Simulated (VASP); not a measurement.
# Ru (P6_3/mmc) in VASP: further runs, part 2 of 2

VASP 6.6.1.

## 4. Single point, PBE (volume scaled by 0.98)

INCAR reads:

```
  PREC = Accurate
  ENCUT = 520
  EDIFF = 1E-7
  ISMEAR = -1
  SIGMA = 0.03
  LREAL = F
  LASPH = T
  NELM = 80
  ALGO = Normal
  ISIF = 2
  LWAVE = F
  LCHARG = F
  GGA = PE
  NBANDS = 21
```

KPOINTS reads:

```
regular mesh
0
Gamma
  14 14 8
```

POSCAR reads:

```
Ru
1.0
    2.6876390600      0.0000000000      0.0000000000
   -1.3438195300      2.3275637022      0.0000000000
    0.0000000000      0.0000000000      4.2531615502
Ru
2
Direct
    0.3333333333      0.6666666667      0.2500000000
    0.6666666667      0.3333333333      0.7500000000
```

Potentials or basis: VASP PAW PBE potentials, release 64 (Ru_pv).

Launch:

```sh
cat potpaw_PBE.64/Ru_pv/POTCAR > POTCAR
mpirun -np 1 vasp_std > vasp.out
```

OUTCAR:

```text
PREC = Accurate
   ENCUT = 520
   EDIFF = 1E-7
   ISMEAR = -1
   LREAL = F
   LASPH = T
   NELM = 80
   ISIF = 2
   GGA = PE

 ion  position               nearest neighbor table
   1  0.333  0.667  0.250-   2 2.63   2 2.63   2 2.63   2 2.63   2 2.63   2 2.63
   2  0.667  0.333  0.750-   1 2.63   1 2.63   1 2.63   1 2.63   1 2.63   1 2.63

  LATTYP: Found a hexagonal cell.
 ALAT       =     2.6876390600
 C/A-ratio  =     1.5824898564

  Lattice vectors:

 A1 = (   2.6876390600,   0.0000000000,   0.0000000000)
 A2 = (  -1.3438195300,   2.3275637022,   0.0000000000)
 A3 = (   0.0000000000,   0.0000000000,   4.2531615502)

Analysis of symmetry for initial positions (statically):
=====================================================================
 Subroutine PRICEL returns:
 Original cell was already a primitive cell.

 Routine SETGRP: Setting up the symmetry group for a
 hexagonal supercell.

 Subroutine GETGRP returns: Found 24 space group operations
 (whereof 12 operations were pure point group operations)
 out of a pool of 24 trial point group operations.

The static configuration has the point symmetry D_3d.
 The point group associated with its full space group is D_6h.

Analysis of symmetry for dynamics (positions and initial velocities):
=====================================================================
 Subroutine PRICEL returns:
 Original cell was already a primitive cell.

 Routine SETGRP: Setting up the symmetry group for a
 hexagonal supercell.

 Subroutine GETGRP returns: Found 24 space group operations
 (whereof 12 operations were pure point group operations)
 out of a pool of 24 trial point group operations.

The dynamic configuration has the point symmetry D_3d.
 The point group associated with its full space group is D_6h.

 Subroutine INISYM returns: Found 24 space group operations
 (whereof 12 operations are pure point group operations),
 and found     1 'primitive' translations

----------------------------------------------------------------------------------------

                                     Primitive cell

  volume of cell :      26.6063

  direct lattice vectors                    reciprocal lattice vectors
     2.687639060  0.000000000  0.000000000     0.372073771  0.214816892  0.000000000
    -1.343819530  2.327563702  0.000000000     0.000000000  0.429633784  0.000000000
     0.000000000  0.000000000  4.253161550     0.000000000  0.000000000  0.235119214

  length of vectors
     2.687639060  2.687639060  4.253161550     0.429633784  0.429633784  0.235119214

  position of ions in fractional coordinates (direct lattice)
     0.333333333  0.666666667  0.250000000
     0.666666667  0.333333333  0.750000000

  ion indices of the primitive-cell ions
   primitive index   ion index
                 1           1
                 2           2

----------------------------------------------------------------------------------------

 KPOINTS: regular mesh

Automatic generation of k-mesh.
 Grid dimensions read from file:
 generate k-points for:   14   14    8

 Generating k-lattice:

  Cartesian coordinates                     Fractional coordinates (reciprocal lattice)
     0.026576698  0.015344064  0.000000000     0.071428571  0.000000000  0.000000000
     0.000000000  0.030688127  0.000000000     0.000000000  0.071428571  0.000000000
     0.000000000  0.000000000  0.029389902     0.000000000  0.000000000  0.125000000

  Length of vectors
     0.030688127  0.030688127  0.029389902

  Shift w.r.t. Gamma in fractional coordinates (k-lattice)
     0.000000000  0.000000000  0.000000000

 Subroutine IBZKPT returns following result:
 ===========================================

 Found    120 irreducible k-points:

 Following reciprocal coordinates:
            Coordinates               Weight
  0.000000  0.000000  0.000000      1.000000
  0.071429  0.000000  0.000000      6.000000
  0.142857  0.000000  0.000000      6.000000
  0.214286  0.000000  0.000000      6.000000
  0.285714  0.000000  0.000000      6.000000
  0.357143  0.000000  0.000000      6.000000
[... 16 lines left out ...]
  0.285714  0.285714  0.000000      6.000000
  0.357143  0.285714  0.000000      6.000000
 [... further k-points ...]
   k-points           NKPTS =    120   k-points in BZ     NKDIM =    120   number of bands    NBANDS=     21
   number of dos      NEDOS =    301   number of ions     NIONS =      2
   total plane-waves  NPLWV =  12800
   dimension x,y,z NGX =    20 NGY =   20 NGZ =   32
   dimension x,y,z NGXF=    40 NGYF=   40 NGZF=   64
   ions per type =               2
   NGX,Y,Z   is equivalent  to a cutoff of  12.37, 12.37, 12.51 a.u.
   NGXF,Y,Z  is equivalent  to a cutoff of  24.74, 24.74, 25.02 a.u.
 SYSTEM =  unknown system
   PREC   = accura    normal or accurate (medium, high low for compatibility)
   ISTART =      0    job   : 0-new  1-cont  2-samecut
   ICHARG =      2    charge: 1-file 2-atom 10-const
   ISPIN  =      1    spin polarized calculation?
   LNONCOLLINEAR =      F non collinear calculations
   LSORBIT =      F    spin-orbit coupling
   LASPH  =      T    aspherical Exc in radial PAW
   ENCUT  =  520.0 eV  38.22 Ry    6.18 a.u.   5.00  5.00  7.91*2*pi/ulx,y,z
   NELM   =     80;   NELMIN=  2; NELMDL= -5     # of ELM steps
   EDIFF  = 0.1E-06   stopping-criterion for ELM
   LREAL  =      F    real-space projection
   EDIFFG = 0.1E-05   stopping-criterion for IOM
   NSW    =      0    number of steps for IOM
   IBRION =     -1    ionic relax: 0-MD 1-quasi-New 2-CG
   NFREE  =      0    steps in history (QN), initial steepest desc. (CG)
   ISIF   =      2    stress and relaxation
   ISYM   =      2    0-nonsym 1-usesym 2-fastsym
   POTIM  = 0.5000    time-step for ionic-motion
   TEBEG  =    0.0;   TEEND  =   0.0 temperature during run
   PSTRESS=    0.0 pullay stress
   NELECT =      28.0000    total number of electrons
   NUPDOWN=      -1.0000    fix difference up-down
   EMIN   =  10.00;   EMAX   =-10.00  energy-range for DOS
   EFERMI =   0.00;   METHOD = LEGACY
   ISMEAR =    -1;   SIGMA  =   0.03  broadening in eV -4-tet -1-fermi 0-gaus
   EFERMI_NEDOS =   21; number of points for ismear=-14 and -15
   IALGO  =     38    algorithm
   IMIX   =      4    mixing-type and parameters
     AMIX     =   0.40;   BMIX     =  1.00
     AMIX_MAG =   1.60;   BMIX_MAG =  1.00
  volume/ion in A,a.u.               =      13.30        89.77
  Fermi-wavevector in a.u.,A,eV,Ry     =   1.665199  3.146769 37.727410  2.772886
  Thomas-Fermi vector in A             =   2.751610
   LORBIT       =      0    0 simple, 1 ext, 2 COOP (PROOUT), +10 PAW based schemes
   GGA     = PE    functional components
   LHFCALC =     F    Hartree Fock is set to
   AEXX    =    0.0000 exact exchange contribution
   IVDW    =     0    specifies the selected vdW correction
   LEPSILON=     F    determine dielectric tensor
   LRPA    =     F    only Hartree local field effects (RPA)
 non-spin polarized calculation
  energy-cutoff  :      520.00
  volume of cell :       26.61
 maximum number of plane-waves:       733
 NGX is ok and might be reduce to    20
   NGX =  9   NGY =  9   NGZ = 15

 number of electron      27.9999997 magnetization

 Free energy of the ion-electron system (eV)
  ---------------------------------------------------
  ext. energy  EPLUGINS =         0.00000000
  ---------------------------------------------------
  free energy    TOTEN  =       -18.43275406 eV

  energy without entropy =      -18.42627065  energy(sigma->0) =      -18.42951235

 E-fermi :  13.2016     XC(G=0): -14.2468

 val. band max:       13.2006954094   @ k =   0.0000   0.0000   0.3750
 cond. band min:      13.2114127255   @ k =   0.2857   0.1429   0.0000
 fundamental gap:      0.0107173161
 Fermi energy:        13.2015741438

 k-point     1 :       0.0000    0.0000    0.0000
  band No.  band energies     occupation
      1     -30.5181      2.00000
      2     -29.5141      2.00000
      3     -29.5141      2.00000
      4     -29.3329      2.00000
      5     -29.3329      2.00000
      6     -29.2959      2.00000
[... 13 lines left out ...]
     20      23.6087      0.00000
     21      23.8077      0.00000
[... 529 lines left out ...]
 k-point    24 :       0.3571    0.2857    0.0000
  band No.  band energies     occupation
      1     -30.1775      2.00000
      2     -29.9823      2.00000
      3     -29.9777      2.00000
      4     -29.8423      2.00000
      5     -29.7541      2.00000
      6     -29.7434      2.00000
[... 13 lines left out ...]
     20      23.6088      0.00000
     21      23.6090      0.00000

 [... further k-points ...]

------------------------ aborting loop because EDIFF is reached ----------------------------------------

  FORCE on cell =-STRESS in cart. coord.  units (eV):
  Direction    XX          YY          ZZ          XY          YZ          ZX
  --------------------------------------------------------------------------------------
  -------------------------------------------------------------------------------------
  Total        1.9938722      1.9938722      1.7802578      0.0000000      0.0000000     -0.0000000
  in kB      120.0669540    120.0669540    107.2035280      0.0000000      0.0000000     -0.0000000
  external PRESSURE =     115.7791453 kB  Pullay stress =       0.0000000 kB

 VOLUME and BASIS-vectors are now :
 -----------------------------------------------------------------------------
  energy-cutoff  :      520.00
  volume of cell :       26.61
      direct lattice vectors                 reciprocal lattice vectors
     2.687639060  0.000000000  0.000000000     0.372073771  0.214816892  0.000000000
    -1.343819530  2.327563702  0.000000000     0.000000000  0.429633784  0.000000000
     0.000000000  0.000000000  4.253161550     0.000000000  0.000000000  0.235119214

 POSITION                                       TOTAL-FORCE (eV/Angst)
 -----------------------------------------------------------------------------------
     -0.00000      1.55171      1.06329         0.000000     -0.000000      0.000000
      1.34382      0.77585      3.18987        -0.000000      0.000000      0.000000
 -----------------------------------------------------------------------------------
    total drift:                               -0.000000      0.000000     -0.000000

  FREE ENERGIE OF THE ION-ELECTRON SYSTEM (eV)
  ---------------------------------------------------
  free  energy   TOTEN  =       -18.4327540584 eV

  energy  without entropy=      -18.4262706484  energy(sigma->0) =      -18.42951235
```

OSZICAR:

```text
N       E                     dE             d eps       ncg     rms          rms(c)
DAV:   1     0.286787873109E+03    0.28679E+03   -0.17591E+04  5048   0.149E+03
DAV:   2    -0.139315441091E+02   -0.30072E+03   -0.29152E+03  5145   0.446E+02
DAV:   3    -0.197129061865E+02   -0.57814E+01   -0.57515E+01  5995   0.692E+01
DAV:   4    -0.197556576598E+02   -0.42751E-01   -0.42700E-01  6227   0.573E+00
DAV:   5    -0.197562142103E+02   -0.55655E-03   -0.55079E-03  5873   0.564E-01    0.186E+01
DAV:   6    -0.185211984027E+02    0.12350E+01   -0.27250E+00  5755   0.162E+01    0.528E+00
DAV:   7    -0.184408951663E+02    0.80303E-01   -0.46051E-01  5710   0.509E+00    0.109E+00
DAV:   8    -0.184331785317E+02    0.77166E-02   -0.16920E-02  5565   0.115E+00    0.376E-01
DAV:   9    -0.184327484025E+02    0.43013E-03   -0.74474E-04  5755   0.293E-01    0.352E-02
DAV:  10    -0.184327566909E+02   -0.82884E-05   -0.54367E-05  5700   0.765E-02    0.185E-02
DAV:  11    -0.184327540678E+02    0.26231E-05   -0.78396E-06  5655   0.271E-02    0.116E-03
DAV:  12    -0.184327540584E+02    0.94360E-08   -0.78152E-08  3852   0.266E-03
   1 F= -.18432754E+02 E0= -.18429512E+02  d E =-.648341E-02
```

stdout:

```text
POSCAR found type information on POSCAR Ru
 POSCAR found :  1 types and       2 ions
 scaLAPACK will be used
 LDA part: xc-table for (Slater+PW92), standard interpolation
 POSCAR, INCAR and KPOINTS ok, starting setup
 FFT: planning ... GRIDC
 FFT: planning ... GRID_SOFT
 FFT: planning ... GRID
 WAVECAR not read
 entering main loop
```

It took 38 s on 1 thread of AMD EPYC 7R13 (Zen 3), shared host; peak memory 0.14 GiB.

What came out:

```
Free energy            : -18.4328 eV
Pressure               : 11.6 GPa
Band gap on the k mesh : zero (band 14 reaches 14.90 eV, above the bottom of band 15 at 11.66 eV)
```

## 5. Single point, PBE (volume scaled by 1.02)

INCAR reads:

```
SYSTEM = Ru
ALGO     = Normal         ! electronic algorithm
EDIFF    = 1E-6           ! SCF threshold, eV
ENCUT    = 520            ! plane-wave cutoff, eV
GGA      = PE             ! functional
ISIF     = 2              ! what is computed and relaxed
ISMEAR   = -1             ! smearing method
LASPH    = .TRUE.         ! aspherical terms in the spheres
LCHARG   = .FALSE.        ! write CHGCAR
LREAL    = .FALSE.        ! projectors in reciprocal space
LWAVE    = .FALSE.        ! write WAVECAR
NBANDS   = 21             ! bands
NELM     = 80             ! most SCF steps
PREC     = Accurate       ! precision mode
SIGMA    = 0.03           ! smearing width, eV
```

KPOINTS reads:

```
k-points
0
G
  14 14 8
  0 0 0
```

POSCAR reads:

```
Ru
1.0
    2.7237190573      0.0000000000      0.0000000000
   -1.3618595287      2.3588098964      0.0000000000
    0.0000000000      0.0000000000      4.3102577801
Ru
2
Direct
    0.3333333333      0.6666666667      0.2500000000
    0.6666666667      0.3333333333      0.7500000000
```

Launch:

```sh
cat potpaw_PBE.64/Ru_pv/POTCAR > POTCAR
mpirun -np 1 vasp_std > vasp.out
```

Wall time 35 s (1 thread of AMD EPYC 7R13 (Zen 3), shared host); peak memory 0.14 GiB.

Results (log left out):

```yaml
Free_energy: -18.4647 eV
Pressure: -1.9 GPa
Band_gap_on_the_k_mesh: zero (band 14 reaches 14.05 eV, above the bottom of band 15 at 11.02 eV)
```

Stress tensor (GPa, compression positive):
```
-1.22  0.00  0.00
 0.00 -1.22  0.00
 0.00  0.00 -3.15
```

Levels at points of the mesh, in eV from the Fermi level:
| k point | band 11 | band 12 | band 13 | band 14 | band 15 | band 16 | band 17 | band 18 |
| --- | --- | --- | --- | --- | --- | --- | --- | --- |
| (0.00, 0.00, 0.00) | -2.34 | -1.84 | -1.84 | -1.34 | -1.34 | 1.16 | 1.16 | 1.29 |
| (0.50, 0.00, 0.00) | -2.01 | -1.74 | -1.47 | 1.40 | 1.80 | 1.86 | 3.97 | 6.00 |
| (0.00, 0.00, 0.50) | -2.66 | -2.66 | -2.64 | -2.64 | 0.54 | 0.54 | 0.54 | 0.54 |
| (0.50, 0.00, 0.50) | -1.01 | -1.01 | 0.45 | 0.45 | 1.64 | 1.64 | 3.33 | 3.33 |

## 6. Single point, PBE, non-collinear spin, zero start, spin-orbit coupling

INCAR reads:

```
SYSTEM = Ru
  PREC = Accurate
  ENCUT = 520
  EDIFF = 1E-7
  ISMEAR = -1
  SIGMA = 0.03
  LREAL = .False.
  LASPH = .True.
  NELM = 150
  ALGO = Normal
  ISIF = 2
  LWAVE = .False.
  LCHARG = .False.
  LNONCOLLINEAR = .True.
  MAGMOM = 0 0 0 0 0 0
  LORBIT = 11
  LSORBIT = .True.
  GGA_COMPAT = .False.
  LORBMOM = .True.
  LMAXMIX = 4
  GGA = PE
  NBANDS = 40
```

KPOINTS reads:

```
regular mesh
0
Gamma
  14 14 8
  0 0 0
```

POSCAR reads:

```
Ru
1.0
    2.7057993342      0.0000000000      0.0000000000
   -1.3528996671      2.3432909610      0.0000000000
    0.0000000000      0.0000000000      4.2819000000
Ru
2
Direct
    0.3333333333      0.6666666667      0.2500000000
    0.6666666667      0.3333333333      0.7500000000
```

Potentials or basis: VASP PAW PBE potentials, release 64 (Ru_pv).

Launch:

```sh
cat potpaw_PBE.64/Ru_pv/POTCAR > POTCAR
mpirun -np 1 vasp_ncl > vasp.out
```

Wall time 3.4 min (1 thread of Intel Xeon Platinum 8488C (Sapphire Rapids), shared host); peak memory 0.31 GiB.

Results (log left out):

- Free energy: -18.7252 eV
- Pressure: 4.7 GPa
- Net moment: 0.00 μB per cell
- Valence electrons inside the program's atomic spheres: Ru 12.67

Stress tensor (GPa, compression positive):
```
5.25 0.00 0.00
0.00 5.25 0.00
0.00 0.00 3.65
```

Moments on the atoms (μB; x, y, z):
```
Ru  0.00 0.00 0.00
Ru  0.00 0.00 0.00
```

## 7. The runs side by side

```tsv
spin	cell	gap on the mesh (eV)	pressure (GPa)
off	a = 2.719, b = 2.719, c = 4.239 Å, angles 90.0, 90.0, 120.0°, 2 atoms	none	4.7
off	a = 2.669, b = 2.669, c = 4.224 Å, angles 90.0, 90.0, 120.0°, 2 atoms	none	19.6
off	a = 2.688, b = 2.688, c = 4.253 Å, angles 90.0, 90.0, 120.0°, 2 atoms	none	11.6
off	a = 2.724, b = 2.724, c = 4.310 Å, angles 90.0, 90.0, 120.0°, 2 atoms	none	-1.9
non-collinear, zero start, SOC	a = 2.706, b = 2.706, c = 4.282 Å, angles 90.0, 90.0, 120.0°, 2 atoms	-	4.7
```

Alike in all rows: task single point; level PBE; potentials or basis VASP PAW PBE potentials, release 64 (Ru_pv); k mesh 14 × 14 × 8; cutoff (eV) 520; smearing fermi-dirac 0.03 eV.

Absolute energies hang on the potentials; compare differences alone.
